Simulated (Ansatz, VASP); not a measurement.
## One calculation of BaS, two programs

```
CELL_PARAMETERS angstrom
7.19935 0.00000 0.00000
0.00000 7.19935 0.00000
0.00000 0.00000 5.76155
ATOMIC_POSITIONS crystal
Ba 0.00000 0.00000 0.00000
Ba 0.50000 0.50000 0.00000
S 0.00000 0.50000 0.57031
S 0.50000 0.00000 0.42969
```

Alike in both runs: task single point; functional PBE; k mesh 4 × 4 × 4; occupations gaussian, width 0.1 eV; no spin polarisation.

|  | VASP | Ansatz |
| --- | --- | --- |
| version | VASP 6.6.1 | Ansatz 0.2.0 |
| potentials or method | VASP PAW PBE potentials, release 64 (Ba_sv, S), cutoff 520 eV | scalar-relativistic, plane waves, PAW |
| valence electrons in the cell | 32 | 32 |

```tsv
	VASP	Ansatz	Ansatz less VASP
gap on the k mesh at the Fermi level (eV)	0.27	0.27	-0.001
least direct gap on the mesh (eV)	0.28	0.28	0.000
pressure (GPa)	-5.4	-5.4	-0.01
traceless stress, the component that is largest in VASP (GPa)	-1.59	-1.60	-0.004
rms of the force components (eV/Å)	0.364	0.365	+0.0010
```

Atom by atom the forces differ by 0.001 eV/Å (rms over components).

Neither program's run includes spin-orbit coupling.
